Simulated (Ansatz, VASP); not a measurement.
# One calculation of AlNi, two programs

```
Al Ni
1.0
     2.86182    0.00000    0.00000
     0.00000    2.86182    0.00000
     0.00000    0.00000    2.86182
Al Ni
1 1
Direct
  0.00000 0.00000 0.98008
  0.50000 0.50000 0.50916
```

Change from the starting cell: mode 6 frozen in at -0.057 Å, equal normal strain along x, y and z +0.0000.

Alike in both runs: task single point; functional PBEsol; k mesh 16 × 16 × 16; occupations gaussian, width 0.15 eV; no spin polarisation.

|  | VASP | Ansatz |
| --- | --- | --- |
| version | VASP 6.6.1 | Ansatz 0.2.0 |
| potentials or method | VASP PAW PBE potentials, release 64 (Al, Ni), cutoff 520 eV | scalar-relativistic, plane waves, PAW |
| valence electrons in the cell | 13 | 21 |

VASP gave:

* gap on the k mesh at the Fermi level (eV): none
* pressure (GPa): 0.7
* traceless stress, the component that is largest in VASP (GPa): -0.25
* rms of the force components (eV/Å): 0.301

Task: What did Ansatz give for the same quantities?

Result: gap on the k mesh at the Fermi level (eV): none; pressure (GPa): 0.5; traceless stress, the component that is largest in VASP (GPa): -0.24; rms of the force components (eV/Å): 0.298.

VASP's potentials were made for PBE, not for PBEsol, and Ansatz warns of the same on its side. Atom by atom the forces differ by 0.003 eV/Å (rms over components). A gap of «none» marks a metal or a gap that the smearing closes. VASP's potentials hold 13 valence electrons a cell and Ansatz's 21, so a difference there can come from the potentials and not from the codes.
